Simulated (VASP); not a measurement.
# TlRe3 (I4/mmm) in VASP: further runs, part 2 of 2

VASP 6.6.1. The steps go on from the part before.

### 5 Single point, PBE

INCAR reads:

```
SYSTEM = TlRe3
ALGO = Fast ; EDIFF = 1E-7
ENCUT = 520 ; GGA = PE
ISIF = 2 ; ISMEAR = 0
LASPH = .True. ; LCHARG = .False.
LREAL = .False. ; LWAVE = .False.
NBANDS = 25 ; NELM = 60
PREC = Accurate ; SIGMA = 0.1
```

KPOINTS reads:

```
k-points
0
Gamma
  16 16 16
  0 0 0
```

POSCAR reads:

```
TlRe3
1.0
   -1.9750552223      1.9750552223      4.2020111229
    1.9750552223     -1.9750552223      4.2020111229
    1.9750552223      1.9750552223     -4.2020111229
Tl Re
1 3
Direct
    0.0000000000      0.0000000000      0.0000000000
    0.5000000000      0.5000000000      0.0000000000
    0.2500000000      0.7500000000      0.5000000000
    0.7500000000      0.2500000000      0.5000000000
```

Potentials or basis: VASP PAW PBE potentials, release 64 (Tl_d, Re).

Run with:

```sh
cat potpaw_PBE.64/Tl_d/POTCAR potpaw_PBE.64/Re/POTCAR > POTCAR
mpirun -np 1 vasp_std > vasp.out
```

OUTCAR:

```text
SYSTEM = TlRe3
   EDIFF = 1E-7
   ENCUT = 520
   GGA = PE
   ISIF = 2
   ISMEAR = 0
   LASPH = .True.
   LREAL = .False.
   NELM = 60
   PREC = Accurate

 ion  position               nearest neighbor table
   1  0.000  0.000  0.000-   2 2.79   2 2.79   2 2.79   2 2.79   4 2.88   3 2.88   4 2.88   3 2.88
                             4 2.88   4 2.88   3 2.88   3 2.88
   2  0.500  0.500  0.000-   1 2.79   1 2.79   1 2.79   1 2.79   4 2.88   3 2.88   4 2.88   4 2.88
                             3 2.88   3 2.88   4 2.88   3 2.88
   3  0.250  0.750  0.500-   4 2.79   4 2.79   4 2.79   4 2.79   2 2.88   1 2.88   2 2.88   2 2.88
                             1 2.88   1 2.88   2 2.88   1 2.88
   4  0.750  0.250  0.500-   3 2.79   3 2.79   3 2.79   3 2.79   2 2.88   1 2.88   2 2.88   1 2.88
                             2 2.88   2 2.88   1 2.88   1 2.88

  LATTYP: Found a body centered tetragonal cell.
 ALAT       =     3.9501104446
 C/A-ratio  =     2.1275410811

  Lattice vectors:

 A1 = (  -1.9750552223,   1.9750552223,   4.2020111229)
 A2 = (   1.9750552223,  -1.9750552223,   4.2020111229)
 A3 = (   1.9750552223,   1.9750552223,  -4.2020111229)

Analysis of symmetry for initial positions (statically):
=====================================================================
 Subroutine PRICEL returns:
 Original cell was already a primitive cell.

 Routine SETGRP: Setting up the symmetry group for a
 body centered tetragonal supercell.

 Subroutine GETGRP returns: Found 16 space group operations
 (whereof 16 operations were pure point group operations)
 out of a pool of 16 trial point group operations.

The static configuration has the point symmetry D_4h.

Analysis of symmetry for dynamics (positions and initial velocities):
=====================================================================
 Subroutine PRICEL returns:
 Original cell was already a primitive cell.

 Routine SETGRP: Setting up the symmetry group for a
 body centered tetragonal supercell.

 Subroutine GETGRP returns: Found 16 space group operations
 (whereof 16 operations were pure point group operations)
 out of a pool of 16 trial point group operations.

The dynamic configuration has the point symmetry D_4h.

 Subroutine INISYM returns: Found 16 space group operations
 (whereof 16 operations are pure point group operations),
 and found     1 'primitive' translations

----------------------------------------------------------------------------------------

                                     Primitive cell

  volume of cell :      65.5655

  direct lattice vectors                    reciprocal lattice vectors
    -1.975055222  1.975055222  4.202011123     0.000000000  0.253157479  0.118990642
     1.975055222 -1.975055222  4.202011123     0.253157479  0.000000000  0.118990642
     1.975055222  1.975055222 -4.202011123     0.253157479  0.253157479  0.000000000

  length of vectors
     5.045649982  5.045649982  5.045649982     0.279727513  0.279727513  0.358018740

  position of ions in fractional coordinates (direct lattice)
     0.000000000  0.000000000  0.000000000
     0.500000000  0.500000000  0.000000000
     0.250000000  0.750000000  0.500000000
     0.750000000  0.250000000  0.500000000

  ion indices of the primitive-cell ions
   primitive index   ion index
                 1           1
                 2           2
                 3           3
                 4           4

[... 20 lines left out ...]

 Subroutine IBZKPT returns following result:
 ===========================================

 Found    349 irreducible k-points:

 Following reciprocal coordinates:
            Coordinates               Weight
  0.000000  0.000000  0.000000      1.000000
  0.062500  0.000000  0.000000      8.000000
  0.125000  0.000000  0.000000      8.000000
  0.187500  0.000000  0.000000      8.000000
  0.250000  0.000000  0.000000      8.000000
  0.312500  0.000000  0.000000      8.000000
[... 16 lines left out ...]
 -0.125000  0.062500  0.000000     16.000000
 -0.062500  0.062500  0.000000      4.000000
 [... further k-points ...]
   k-points           NKPTS =    349   k-points in BZ     NKDIM =    349   number of bands    NBANDS=     25
   number of dos      NEDOS =    301   number of ions     NIONS =      4
   total plane-waves  NPLWV =  64000
   dimension x,y,z NGX =    40 NGY =   40 NGZ =   40
   dimension x,y,z NGXF=    80 NGYF=   80 NGZF=   80
   ions per type =               1   3
   NGX,Y,Z   is equivalent  to a cutoff of  13.18, 13.18, 13.18 a.u.
   NGXF,Y,Z  is equivalent  to a cutoff of  26.36, 26.36, 26.36 a.u.
 SYSTEM =  TlRe3
   PREC   = accura    normal or accurate (medium, high low for compatibility)
   ISTART =      0    job   : 0-new  1-cont  2-samecut
   ICHARG =      2    charge: 1-file 2-atom 10-const
   ISPIN  =      1    spin polarized calculation?
   LNONCOLLINEAR =      F non collinear calculations
   LSORBIT =      F    spin-orbit coupling
   LASPH  =      T    aspherical Exc in radial PAW
   ENCUT  =  520.0 eV  38.22 Ry    6.18 a.u.   9.38  9.38  9.38*2*pi/ulx,y,z
   NELM   =     60;   NELMIN=  2; NELMDL= -5     # of ELM steps
   EDIFF  = 0.1E-06   stopping-criterion for ELM
   LREAL  =      F    real-space projection
   EDIFFG = 0.1E-05   stopping-criterion for IOM
   NSW    =      0    number of steps for IOM
   IBRION =     -1    ionic relax: 0-MD 1-quasi-New 2-CG
   NFREE  =      0    steps in history (QN), initial steepest desc. (CG)
   ISIF   =      2    stress and relaxation
   ISYM   =      2    0-nonsym 1-usesym 2-fastsym
   POTIM  = 0.5000    time-step for ionic-motion
   TEBEG  =    0.0;   TEEND  =   0.0 temperature during run
   PSTRESS=    0.0 pullay stress
   NELECT =      34.0000    total number of electrons
   NUPDOWN=      -1.0000    fix difference up-down
   EMIN   =  10.00;   EMAX   =-10.00  energy-range for DOS
   EFERMI =   0.00;   METHOD = LEGACY
   ISMEAR =     0;   SIGMA  =   0.10  broadening in eV -4-tet -1-fermi 0-gaus
   EFERMI_NEDOS =   21; number of points for ismear=-14 and -15
   IALGO  =     68    algorithm
   IMIX   =      4    mixing-type and parameters
     AMIX     =   0.40;   BMIX     =  1.00
     AMIX_MAG =   1.60;   BMIX_MAG =  1.00
  volume/ion in A,a.u.               =      16.39       110.61
  Fermi-wavevector in a.u.,A,eV,Ry     =   1.315253  2.485467 23.536582  1.729890
  Thomas-Fermi vector in A             =   2.445448
   LORBIT       =      0    0 simple, 1 ext, 2 COOP (PROOUT), +10 PAW based schemes
   GGA     = PE    functional components
   LHFCALC =     F    Hartree Fock is set to
   AEXX    =    0.0000 exact exchange contribution
   IVDW    =     0    specifies the selected vdW correction
   LEPSILON=     F    determine dielectric tensor
   LRPA    =     F    only Hartree local field effects (RPA)
 non-spin polarized calculation
 RMM-DIIS sequential band-by-band and
 Gauss-broadening in eV      SIGMA  =   0.10
  energy-cutoff  :      520.00
  volume of cell :       65.57
 maximum number of plane-waves:      1796
 NGX is ok and might be reduce to    40
   NGX = 19   NGY = 19   NGZ = 19

 number of electron      33.9999998 magnetization

 Free energy of the ion-electron system (eV)
  ---------------------------------------------------
  ext. energy  EPLUGINS =         0.00000000
  ---------------------------------------------------
  free energy    TOTEN  =       -35.71523857 eV

  energy without entropy =      -35.69283510  energy(sigma->0) =      -35.70403684

 E-fermi :   8.8554     XC(G=0): -13.1623

 val. band max:        8.8503951699   @ k =   0.1875   0.0000   0.0000
 cond. band min:       8.8565295686   @ k =  -0.1875  -0.3750   0.1250
 fundamental gap:      0.0061343987
 Fermi energy:         8.8553709924

 k-point     1 :       0.0000    0.0000    0.0000
  band No.  band energies     occupation
      1      -3.5033      2.00000
      2      -3.4814      2.00000
      3      -3.4550      2.00000
      4      -3.2771      2.00000
      5      -3.2771      2.00000
      6      -2.5534      2.00000
[... 661 lines left out ...]
     24      14.9348      0.00000
     25      15.8782      0.00000

 [... further k-points ...]
[... 5 lines left out ...]
  --------------------------------------------------------------------------------------
  -------------------------------------------------------------------------------------
  Total       -0.0981489     -0.0981489     -0.0528653      0.0000000      0.0000000      0.0000000
  in kB       -2.3983934     -2.3983934     -1.2918312      0.0000000      0.0000000      0.0000000
  external PRESSURE =      -2.0295393 kB  Pullay stress =       0.0000000 kB

 VOLUME and BASIS-vectors are now :
 -----------------------------------------------------------------------------
  energy-cutoff  :      520.00
  volume of cell :       65.57
      direct lattice vectors                 reciprocal lattice vectors
    -1.975055222  1.975055222  4.202011123     0.000000000  0.253157479  0.118990642
     1.975055222 -1.975055222  4.202011123     0.253157479  0.000000000  0.118990642
     1.975055222  1.975055222 -4.202011123     0.253157479  0.253157479  0.000000000

 POSITION                                       TOTAL-FORCE (eV/Angst)
 -----------------------------------------------------------------------------------
      0.00000      0.00000      0.00000        -0.000000      0.000000      0.000000
      0.00000      0.00000      4.20201        -0.000000      0.000000      0.000000
      1.97506      0.00000      2.10101        -0.000000     -0.000000      0.000000
      0.00000      1.97506      2.10101         0.000000      0.000000     -0.000000
 -----------------------------------------------------------------------------------
    total drift:                               -0.000000     -0.000000      0.000000

  FREE ENERGIE OF THE ION-ELECTRON SYSTEM (eV)
  ---------------------------------------------------
  free  energy   TOTEN  =       -35.7152385748 eV

  energy  without entropy=      -35.6928350976  energy(sigma->0) =      -35.70403684
```

stdout:

```text
POSCAR found type information on POSCAR TlRe
 POSCAR found :  2 types and       4 ions
 scaLAPACK will be used
 LDA part: xc-table for (Slater+PW92), standard interpolation
 POSCAR, INCAR and KPOINTS ok, starting setup
 FFT: planning ... GRIDC
 FFT: planning ... GRID_SOFT
 FFT: planning ... GRID
 WAVECAR not read
 entering main loop
```

It took 15 min on 1 thread of Intel Xeon Platinum 8488C (Sapphire Rapids), shared host; peak memory 0.66 GiB.

What came out:

* Free energy: -35.7152 eV
* Pressure: -0.2 GPa
* Band gap on the k mesh: zero (band 17 reaches 9.57 eV, above the bottom of band 18 at 8.25 eV)

Caveat: spin-orbit coupling is left out, which moves the levels of the heavy elements.

### 6 Summary

| task | cell | k mesh | cutoff (eV) | gap on the mesh (eV) | pressure (GPa) |
| --- | --- | --- | --- | --- | --- |
| single point | a = 5.063 Å, angles 134.2, 134.2, 66.7°, 4 atoms | 6 × 6 × 6 | 520 | none | -0.2 |
| single point | a = 5.312 Å, angles 135.6, 135.6, 64.7°, 4 atoms | 6 × 6 × 6 | 520 | none | -20.5 |
| relaxation of cell and atoms | relaxed from a = 5.312 Å, angles 135.6, 135.6, 64.7°, 4 atoms | 6 × 6 × 6 | 600 | none | 0.0 |
| single point | a = 5.046 Å, angles 133.9, 133.9, 67.2°, 4 atoms | 16 × 16 × 16 | 520 | none | -0.2 |

Alike in all rows: level PBE; potentials or basis VASP PAW PBE potentials, release 64 (Tl_d, Re); no spin polarisation; smearing gaussian 0.1 eV.

Caveats: some runs use coarse meshes; spin-orbit coupling is left out, which moves the levels of the heavy elements.

Total energies depend on the potentials used, so only differences within one code and one set of settings carry meaning.
